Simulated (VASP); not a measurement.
InRh, 2 atoms in the cell. It takes space group Pm-3m (No. 221, cubic). The conventional cell has a = 3.162 Å, b = 3.162 Å, c = 3.162 Å, α = 90.00°, β = 90.00°, γ = 90.00°. In (site symmetry m-3m) has 8 Rh at 2.74 Å and 6 In at 3.16 Å within 3.6 Å. Within 3.6 Å of Rh (site symmetry m-3m) lie 8 In at 2.74 Å and 6 Rh at 3.16 Å. 

| Item | Value |
| --- | --- |
| Program | VASP 6.6.1 |
| Task | relaxation of the atoms |
| Functional | r2SCAN |
| Potentials or basis | VASP PAW PBE potentials, release 64 (In_d, Rh_pv) |
| Cutoff | 520 eV |
| k mesh | 10 × 10 × 10 |
| Occupations | fermi-dirac, width 0.1 eV |
| Spin | no spin polarisation |
| Dipole correction | no |
| Further INCAR settings | ALGO = Normal; EDIFF = 1e-06; IBRION = 2; EDIFFG = -0.01; NSW = 50 |

Potentials or basis: VASP PAW PBE potentials, release 64 (In_d, Rh_pv).

Run with:

```sh
$ cat potpaw_PBE.64/In_d/POTCAR potpaw_PBE.64/Rh_pv/POTCAR > POTCAR
$ cp INCAR.step1 INCAR
$ mpirun -np 1 vasp_std > vasp.out
$ cp INCAR.step2 INCAR
$ mpirun -np 1 vasp_std > vasp.out
```

Hardware: 1 thread of AMD EPYC 9R45 96-Core Processor (Zen 5), on a shared host.

Task: How long does it take, and how much memory?

Result: Run time: 49 s on 1 thread of AMD EPYC 9R45 96-Core Processor (Zen 5), with other jobs on the host, peak memory 0.14 GiB. Counts: k points 56, ion steps 1.
